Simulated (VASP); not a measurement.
# SnO2 (P4_2/mnm) in VASP: a series of runs

The runs below take SnO2 through single point, with PBE, r2SCAN.

All numbers are computed with VASP 6.6.1; they aren't measurements. Logs are shortened: lines on timing, memory, paths and dates and some standing lists are left out, and cuts for length are marked.

## (1) The cell of the first run

The structure is tetragonal, space group P4_2/mnm (No. 136). The conventional cell has a = 4.760 Å, b = 4.760 Å, c = 3.200 Å, α = 90.00°, β = 90.00°, γ = 90.00°. Within 2.7 Å of Sn (site symmetry mmm) lie 6 O at 2.06 to 2.07 Å. O (site symmetry m2m) has 3 Sn at 2.06 to 2.07 Å and 1 O at 2.61 Å within 2.7 Å.

## (2) Single point, PBE

File INCAR:

```
  PREC = Accurate
  ENCUT = 520
  EDIFF = 1E-7
  ISMEAR = 0
  SIGMA = 0.01
  LREAL = False
  LASPH = True
  NELM = 60
  ALGO = Normal
  ISIF = 2
  LWAVE = False
  LCHARG = False
  GGA = PE
  NBANDS = 35
```

File KPOINTS:

```
Automatic mesh
0
Gamma
  4 4 6
```

File POSCAR:

```
SnO2
1.0
    4.7604949051      0.0000000000      0.0000000000
    0.0000000000      4.7604949051      0.0000000000
    0.0000000000      0.0000000000      3.2001628086
Sn O
2 4
Direct
    0.0000000000      0.0000000000      0.0000000000
    0.5000000000      0.5000000000      0.5000000000
    0.3058809152      0.3058809152      0.0000000000
    0.1941190848      0.8058809152      0.5000000000
    0.6941190848      0.6941190848      0.0000000000
    0.8058809152      0.1941190848      0.5000000000
```

Potentials or basis: VASP PAW PBE potentials, release 64 (Sn_d, O).

The run is started by

```sh
cat potpaw_PBE.64/Sn_d/POTCAR potpaw_PBE.64/O/POTCAR > POTCAR
mpirun -np 1 vasp_std > vasp.out
```

OUTCAR:

```text
PREC = Accurate
   ENCUT = 520
   EDIFF = 1E-7
   ISMEAR = 0
   LREAL = False
   LASPH = True
   NELM = 60
   ISIF = 2
   GGA = PE

 ion  position               nearest neighbor table
   1  0.000  0.000  0.000-   3 2.06   5 2.06   4 2.07   6 2.07   4 2.07   6 2.07   2 3.73   2 3.73
                             2 3.73   2 3.73   2 3.73   2 3.73   2 3.73   2 3.73
   2  0.500  0.500  0.500-   4 2.06   6 2.06   5 2.07   3 2.07   3 2.07   5 2.07   1 3.73   1 3.73
                             1 3.73   1 3.73   1 3.73   1 3.73   1 3.73   1 3.73
   3  0.306  0.306  0.000-   1 2.06   2 2.07   2 2.07
   4  0.194  0.806  0.500-   2 2.06   1 2.07   1 2.07
   5  0.694  0.694  0.000-   1 2.06   2 2.07   2 2.07
   6  0.806  0.194  0.500-   2 2.06   1 2.07   1 2.07

  LATTYP: Found a simple tetragonal cell.
 ALAT       =     4.7604949051
 C/A-ratio  =     0.6722332178

  Lattice vectors:

 A1 = (   4.7604949051,   0.0000000000,   0.0000000000)
 A2 = (   0.0000000000,   4.7604949051,   0.0000000000)
 A3 = (   0.0000000000,   0.0000000000,   3.2001628086)

Analysis of symmetry for initial positions (statically):
=====================================================================
 Subroutine PRICEL returns:
 Original cell was already a primitive cell.

 Routine SETGRP: Setting up the symmetry group for a
 simple tetragonal supercell.

 Subroutine GETGRP returns: Found 16 space group operations
 (whereof  8 operations were pure point group operations)
 out of a pool of 16 trial point group operations.

The static configuration has the point symmetry D_2h.
 The point group associated with its full space group is D_4h.

Analysis of symmetry for dynamics (positions and initial velocities):
=====================================================================
 Subroutine PRICEL returns:
 Original cell was already a primitive cell.

 Routine SETGRP: Setting up the symmetry group for a
 simple tetragonal supercell.

 Subroutine GETGRP returns: Found 16 space group operations
 (whereof  8 operations were pure point group operations)
 out of a pool of 16 trial point group operations.

The dynamic configuration has the point symmetry D_2h.
 The point group associated with its full space group is D_4h.

 Subroutine INISYM returns: Found 16 space group operations
 (whereof  8 operations are pure point group operations),
 and found     1 'primitive' translations

----------------------------------------------------------------------------------------

                                     Primitive cell

  volume of cell :      72.5231

  direct lattice vectors                    reciprocal lattice vectors
     4.760494905  0.000000000  0.000000000     0.210062193  0.000000000  0.000000000
     0.000000000  4.760494905  0.000000000     0.000000000  0.210062193  0.000000000
     0.000000000  0.000000000  3.200162809     0.000000000  0.000000000  0.312484102

  length of vectors
     4.760494905  4.760494905  3.200162809     0.210062193  0.210062193  0.312484102

  position of ions in fractional coordinates (direct lattice)
     0.000000000  0.000000000  0.000000000
     0.500000000  0.500000000  0.500000000
     0.305880915  0.305880915  0.000000000
     0.194119085  0.805880915  0.500000000
     0.694119085  0.694119085  0.000000000
     0.805880915  0.194119085  0.500000000

  ion indices of the primitive-cell ions
   primitive index   ion index
                 1           1
                 2           2
                 3           3
                 4           4
                 5           5
                 6           6

----------------------------------------------------------------------------------------

 KPOINTS: Automatic mesh

Automatic generation of k-mesh.
 Grid dimensions read from file:
 generate k-points for:    4    4    6

 Generating k-lattice:

  Cartesian coordinates                     Fractional coordinates (reciprocal lattice)
     0.052515548  0.000000000  0.000000000     0.250000000  0.000000000  0.000000000
     0.000000000  0.052515548  0.000000000     0.000000000  0.250000000  0.000000000
     0.000000000  0.000000000  0.052080684     0.000000000  0.000000000  0.166666667

  Length of vectors
     0.052515548  0.052515548  0.052080684

  Shift w.r.t. Gamma in fractional coordinates (k-lattice)
     0.000000000  0.000000000  0.000000000

 Subroutine IBZKPT returns following result:
 ===========================================

 Found     24 irreducible k-points:

 Following reciprocal coordinates:
            Coordinates               Weight
  0.000000  0.000000  0.000000      1.000000
  0.250000  0.000000  0.000000      4.000000
  0.500000  0.000000  0.000000      2.000000
  0.250000  0.250000  0.000000      4.000000
  0.500000  0.250000  0.000000      4.000000
  0.500000  0.500000  0.000000      1.000000
[... 16 lines left out ...]
  0.500000  0.250000  0.500000      4.000000
  0.500000  0.500000  0.500000      1.000000
   k-points           NKPTS =     24   k-points in BZ     NKDIM =     24   number of bands    NBANDS=     35
   number of dos      NEDOS =    301   number of ions     NIONS =      6
   total plane-waves  NPLWV =  31104
   dimension x,y,z NGX =    36 NGY =   36 NGZ =   24
   dimension x,y,z NGXF=    72 NGYF=   72 NGZF=   48
   ions per type =               2   4
   NGX,Y,Z   is equivalent  to a cutoff of  12.57, 12.57, 12.47 a.u.
   NGXF,Y,Z  is equivalent  to a cutoff of  25.14, 25.14, 24.94 a.u.
 SYSTEM =  unknown system
   PREC   = accura    normal or accurate (medium, high low for compatibility)
   ISTART =      0    job   : 0-new  1-cont  2-samecut
   ICHARG =      2    charge: 1-file 2-atom 10-const
   ISPIN  =      1    spin polarized calculation?
   LNONCOLLINEAR =      F non collinear calculations
   LSORBIT =      F    spin-orbit coupling
   LASPH  =      T    aspherical Exc in radial PAW
   ENCUT  =  520.0 eV  38.22 Ry    6.18 a.u.   8.85  8.85  5.95*2*pi/ulx,y,z
   NELM   =     60;   NELMIN=  2; NELMDL= -5     # of ELM steps
   EDIFF  = 0.1E-06   stopping-criterion for ELM
   LREAL  =      F    real-space projection
   EDIFFG = 0.1E-05   stopping-criterion for IOM
   NSW    =      0    number of steps for IOM
   IBRION =     -1    ionic relax: 0-MD 1-quasi-New 2-CG
   NFREE  =      0    steps in history (QN), initial steepest desc. (CG)
   ISIF   =      2    stress and relaxation
   ISYM   =      2    0-nonsym 1-usesym 2-fastsym
   POTIM  = 0.5000    time-step for ionic-motion
   TEBEG  =    0.0;   TEEND  =   0.0 temperature during run
   PSTRESS=    0.0 pullay stress
   NELECT =      52.0000    total number of electrons
   NUPDOWN=      -1.0000    fix difference up-down
   EMIN   =  10.00;   EMAX   =-10.00  energy-range for DOS
   EFERMI =   0.00;   METHOD = LEGACY
   ISMEAR =     0;   SIGMA  =   0.01  broadening in eV -4-tet -1-fermi 0-gaus
   EFERMI_NEDOS =   21; number of points for ismear=-14 and -15
   IALGO  =     38    algorithm
   IMIX   =      4    mixing-type and parameters
     AMIX     =   0.40;   BMIX     =  1.00
     AMIX_MAG =   1.60;   BMIX_MAG =  1.00
  volume/ion in A,a.u.               =      12.09        81.57
  Fermi-wavevector in a.u.,A,eV,Ry     =   1.465268  2.768956 29.211865  2.147011
  Thomas-Fermi vector in A             =   2.581146
   LORBIT       =      0    0 simple, 1 ext, 2 COOP (PROOUT), +10 PAW based schemes
   GGA     = PE    functional components
   LHFCALC =     F    Hartree Fock is set to
   AEXX    =    0.0000 exact exchange contribution
   IVDW    =     0    specifies the selected vdW correction
   LEPSILON=     F    determine dielectric tensor
   LRPA    =     F    only Hartree local field effects (RPA)
 non-spin polarized calculation
 Gauss-broadening in eV      SIGMA  =   0.01
  energy-cutoff  :      520.00
  volume of cell :       72.52
 maximum number of plane-waves:      1992
 NGX is ok and might be reduce to    36
   NGX = 17   NGY = 17   NGZ = 11

 number of electron      52.0000002 magnetization

 Free energy of the ion-electron system (eV)
  ---------------------------------------------------
  ext. energy  EPLUGINS =         0.00000000
  ---------------------------------------------------
  free energy    TOTEN  =       -37.22717625 eV

  energy without entropy =      -37.22717625  energy(sigma->0) =      -37.22717625

 E-fermi :   6.0474     XC(G=0): -11.1864

 val. band max:        5.9880747172   @ k =   0.0000   0.0000   0.0000
 cond. band min:       7.0756297068   @ k =   0.0000   0.0000   0.0000
 fundamental gap:      1.0875549896
 Fermi energy:         6.0473604832

 k-point     1 :       0.0000    0.0000    0.0000
  band No.  band energies     occupation
      1     -15.1053      2.00000
      2     -14.3409      2.00000
      3     -14.1031      2.00000
      4     -14.0759      2.00000
      5     -14.0759      2.00000
      6     -14.0095      2.00000
[... 27 lines left out ...]
     34      17.9807      0.00000
     35      18.5182      0.00000

 k-point     2 :       0.2500    0.0000    0.0000
  band No.  band energies     occupation
      1     -15.0122      2.00000
      2     -14.4553      2.00000
      3     -14.1025      2.00000
      4     -14.0723      2.00000
      5     -14.0722      2.00000
      6     -14.0689      2.00000
[... 27 lines left out ...]
     34      18.0707      0.00000
     35      18.5034      0.00000

 k-point     3 :       0.5000    0.0000    0.0000
  band No.  band energies     occupation
      1     -14.7566      2.00000
      2     -14.7566      2.00000
      3     -14.0987      2.00000
      4     -14.0987      2.00000
      5     -14.0684      2.00000
      6     -14.0684      2.00000
[... 27 lines left out ...]
     34      18.3993      0.00000
     35      18.4392      0.00000
[... 723 lines left out ...]
 k-point    23 :       0.5000    0.2500    0.5000
  band No.  band energies     occupation
      1     -14.9625      2.00000
      2     -14.9625      2.00000
      3     -14.2356      2.00000
      4     -14.2356      2.00000
      5     -13.9501      2.00000
      6     -13.9501      2.00000
[... 27 lines left out ...]
     34      17.4136      0.00000
     35      18.7461      0.00000

 k-point    24 :       0.5000    0.5000    0.5000
  band No.  band energies     occupation
      1     -14.8599      2.00000
      2     -14.8599      2.00000
      3     -14.4038      2.00000
      4     -14.4038      2.00000
      5     -13.9460      2.00000
      6     -13.9460      2.00000
[... 27 lines left out ...]
     34      17.0033      0.00000
     35      19.0578      0.00000

------------------------ aborting loop because EDIFF is reached ----------------------------------------

  FORCE on cell =-STRESS in cart. coord.  units (eV):
  Direction    XX          YY          ZZ          XY          YZ          ZX
  --------------------------------------------------------------------------------------
  -------------------------------------------------------------------------------------
  Total        3.4960468      3.4960468      4.3890844      0.0000000      0.0000000      0.0000000
  in kB       77.2345344     77.2345344     96.9634879      0.0000000      0.0000000      0.0000000
  external PRESSURE =      83.8108522 kB  Pullay stress =       0.0000000 kB

 VOLUME and BASIS-vectors are now :
 -----------------------------------------------------------------------------
  energy-cutoff  :      520.00
  volume of cell :       72.52
      direct lattice vectors                 reciprocal lattice vectors
     4.760494905  0.000000000  0.000000000     0.210062193  0.000000000  0.000000000
     0.000000000  4.760494905  0.000000000     0.000000000  0.210062193  0.000000000
     0.000000000  0.000000000  3.200162809     0.000000000  0.000000000  0.312484102

 POSITION                                       TOTAL-FORCE (eV/Angst)
 -----------------------------------------------------------------------------------
      0.00000      0.00000      0.00000        -0.000000     -0.000000      0.000000
      2.38025      2.38025      1.60008        -0.000000     -0.000000      0.000000
      1.45614      1.45614      0.00000        -0.032977     -0.032977     -0.000000
      0.92410      3.83639      1.60008         0.032977     -0.032977     -0.000000
      3.30435      3.30435      0.00000         0.032977      0.032977      0.000000
      3.83639      0.92410      1.60008        -0.032977      0.032977      0.000000
 -----------------------------------------------------------------------------------
    total drift:                                0.000000      0.000000      0.000000

  FREE ENERGIE OF THE ION-ELECTRON SYSTEM (eV)
  ---------------------------------------------------
  free  energy   TOTEN  =       -37.2271762521 eV

  energy  without entropy=      -37.2271762521  energy(sigma->0) =      -37.22717625
```

It took 45 s on 1 thread of Intel Xeon 8259CL, shared host; peak memory 0.19 GiB.

What came out:

| Property | Result |
| --- | --- |
| Free energy | -37.2272 eV |
| Pressure | 8.4 GPa |
| Largest force | 0.047 eV/Å |
| Band gap on the k mesh | 1.09 eV |

Forces on the atoms (eV/Å):
```
Sn   0.000  0.000  0.000
Sn   0.000  0.000  0.000
O   -0.033 -0.033  0.000
O    0.033 -0.033  0.000
O    0.033  0.033  0.000
O   -0.033  0.033  0.000
```

Caveat: the cell stands under pressure; spin-orbit coupling is left out, which moves the levels of the heavy elements.

## (3) Single point, PBE

File INCAR:

```
SYSTEM = SnO2
  PREC = Accurate
  ENCUT = 520
  EDIFF = 1E-6
  ISMEAR = 0
  SIGMA = 0.01
  LREAL = .False.
  LASPH = .True.
  NELM = 60
  ALGO = Normal
  ISIF = 2
  LWAVE = .False.
  LCHARG = .False.
  GGA = PE
  NBANDS = 35
```

File KPOINTS:

```
regular mesh
0
Gamma
  4 4 6
  0 0 0
```

POSCAR is that of step 2.

Potentials or basis: VASP PAW PBE potentials, release 64 (Sn_d, O).

The run is started by

```sh
cat potpaw_PBE.64/Sn_d/POTCAR potpaw_PBE.64/O/POTCAR > POTCAR
mpirun -np 1 vasp_std > vasp.out
```

Wall time 50 s (1 thread of Intel Xeon 8259CL, shared host); peak memory 0.2 GiB.

It converged, with:

```yaml
Free_energy: -37.2272 eV
Pressure: 8.4 GPa
Largest_force: 0.047 eV/Å
Band_gap_on_the_k_mesh: 1.09 eV
```

Forces on the atoms (eV/Å):
```
Sn   0.000  0.000  0.000
Sn   0.000  0.000  0.000
O   -0.033 -0.033  0.000
O    0.033 -0.033  0.000
O    0.033  0.033  0.000
O   -0.033  0.033  0.000
```

Stress tensor (GPa, compression positive):
```
7.73 0.00 0.00
0.00 7.73 0.00
0.00 0.00 9.70
```

Levels at points of the mesh, in eV from the valence-band top:
| k point | band 23 | band 24 | band 25 | band 26 | band 27 | band 28 | band 29 | band 30 |
| --- | --- | --- | --- | --- | --- | --- | --- | --- |
| (0.00, 0.00, 0.00) | -1.24 | -0.77 | -0.77 | 0.00 | 1.09 | 6.07 | 6.26 | 6.26 |
| (0.50, 0.00, 0.00) | -1.20 | -1.20 | -0.63 | -0.63 | 4.29 | 4.29 | 7.03 | 7.03 |
| (0.50, 0.50, 0.00) | -1.32 | -1.32 | -0.89 | -0.89 | 4.71 | 4.71 | 7.44 | 7.44 |
| (0.00, 0.00, 0.50) | -1.63 | -1.63 | -1.24 | -1.24 | 6.03 | 6.03 | 9.65 | 9.65 |
| (0.50, 0.00, 0.50) | -1.08 | -1.08 | -0.72 | -0.72 | 6.30 | 6.30 | 7.94 | 7.94 |
| (0.50, 0.50, 0.50) | -0.95 | -0.95 | -0.82 | -0.82 | 4.71 | 4.71 | 8.85 | 8.85 |

Caveat: the cell stands under pressure; spin-orbit coupling is left out, which moves the levels of the heavy elements. Expect the measured gap to be larger: semilocal functionals such as PBE lack the derivative discontinuity.

## (4) Single point, r2SCAN

POSCAR is that of step 3.

File INCAR.step1:

```
PREC = Accurate
ENCUT = 520
ISMEAR = 0
SIGMA = 0.01
LREAL = False
LASPH = True
NELM = 80
NBANDS = 35
GGA = PE
ALGO = Normal
EDIFF = 1E-4
LWAVE = True
LCHARG = False
```

File INCAR.step2:

```
PREC = Accurate
ENCUT = 520
EDIFF = 1E-6
ISMEAR = 0
SIGMA = 0.01
LREAL = False
LASPH = True
NELM = 80
ALGO = Normal
ISIF = 2
LWAVE = False
LCHARG = True
METAGGA = R2SCAN
LMIXTAU = True
LELF = True
LVHAR = True
NBANDS = 35
ISTART = 1
```

File KPOINTS:

```
Automatic mesh
0
Gamma
  4 4 6
```

The run is started by

```sh
cat potpaw_PBE.64/Sn_d/POTCAR potpaw_PBE.64/O/POTCAR > POTCAR
cp INCAR.step1 INCAR
mpirun -np 1 vasp_std > vasp.out
cp INCAR.step2 INCAR
mpirun -np 1 vasp_std > vasp.out
```

Run time: 3 min. Hardware: 1 thread of Intel Xeon 8259CL, shared host; peak memory 0.2 GiB.

The run converged. Its results:

| Item | Value |
| --- | --- |
| Free energy | -84.6288 eV |
| Pressure | 1.1 GPa |
| Largest force | 0.024 eV/Å |
| Band gap on the k mesh | 1.79 eV |

Forces in eV/Å, atoms in the order of the input:
```
Sn   0.000  0.000  0.000
Sn   0.000  0.000  0.000
O   -0.017 -0.017  0.000
O    0.017 -0.017  0.000
O    0.017  0.017  0.000
O   -0.017  0.017  0.000
```

Stress tensor (GPa, compression positive):
```
0.89 0.00 0.00
0.00 0.89 0.00
0.00 0.00 1.46
```

Levels at points of the mesh, in eV from the valence-band top:
```csv
k point,band 23,band 24,band 25,band 26,band 27,band 28,band 29,band 30
"(0.00, 0.00, 0.00)",-1.22,-0.78,-0.78,0.00,1.79,6.82,7.05,7.05
"(0.50, 0.00, 0.00)",-1.17,-1.17,-0.62,-0.62,5.00,5.00,7.81,7.81
"(0.50, 0.50, 0.00)",-1.30,-1.30,-0.92,-0.92,5.44,5.44,8.22,8.22
"(0.00, 0.00, 0.50)",-1.67,-1.67,-1.27,-1.27,6.87,6.87,10.53,10.53
"(0.50, 0.00, 0.50)",-1.11,-1.11,-0.69,-0.69,7.15,7.15,8.85,8.85
"(0.50, 0.50, 0.50)",-0.96,-0.96,-0.85,-0.85,5.52,5.52,9.65,9.65
```

Caveat: the PAW data sets were made with another functional, which shifts forces and pressure a little; spin-orbit coupling is left out, which moves the levels of the heavy elements.
